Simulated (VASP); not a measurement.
Write the native input for VASP 6.6.1 that does the following.

```
Task                   : single point
Functional             : PBEsol
Potentials or basis    : VASP PAW PBE potentials, release 64 (Zn, S)
Cutoff                 : 520 eV
k mesh                 : 9 × 9 × 6
Occupations            : gaussian, width 0.05 eV
Spin                   : no spin polarisation
Dipole correction      : no
Further INCAR settings : ALGO = Normal; EDIFF = 1e-06; NBANDS = 26
```

The structure of ZnS lies in POSCAR:

```
ZnS
1.0
    3.7713589084      0.0000000000      0.0000000000
   -1.8856794542      3.2660926215      0.0000000000
    0.0000000000      0.0000000000      6.9909680085
Zn S
2 2
Direct
    0.3333333333      0.6666666667      0.0054424479
    0.6666666667      0.3333333333      0.5054424479
    0.3333333333      0.6666666667      0.3795575521
    0.6666666667      0.3333333333      0.8795575521
```

The input as run:

INCAR

```
SYSTEM = ZnS
ALGO = Normal
EDIFF = 1E-6
ENCUT = 520
GGA = PS
ISIF = 2
ISMEAR = 0
LASPH = .TRUE.
LCHARG = .TRUE.
LELF = .TRUE.
LREAL = .FALSE.
LVHAR = .TRUE.
LWAVE = .FALSE.
NBANDS = 26
NELM = 60
PREC = Accurate
SIGMA = 0.05
```

KPOINTS

```
k-points
0
G
  9 9 6
  0 0 0
```

Potentials or basis: VASP PAW PBE potentials, release 64 (Zn, S).

Run with:

```sh
$ cat potpaw_PBE.64/Zn/POTCAR potpaw_PBE.64/S/POTCAR > POTCAR
$ mpirun -np 1 vasp_std > vasp.out
```

It gave:

- Pressure: -5.5 GPa
- Largest force: 0.048 eV/Å
- Band gap on the k mesh: 1.31 eV

Caveat: the cell stands under tension; the PAW data sets were made with another functional, which shifts forces and pressure a little.

It took 48 s on 1 thread of Intel(R) Xeon(R) 6975P-C (Granite Rapids), on a shared host, peak memory 0.24 GiB.
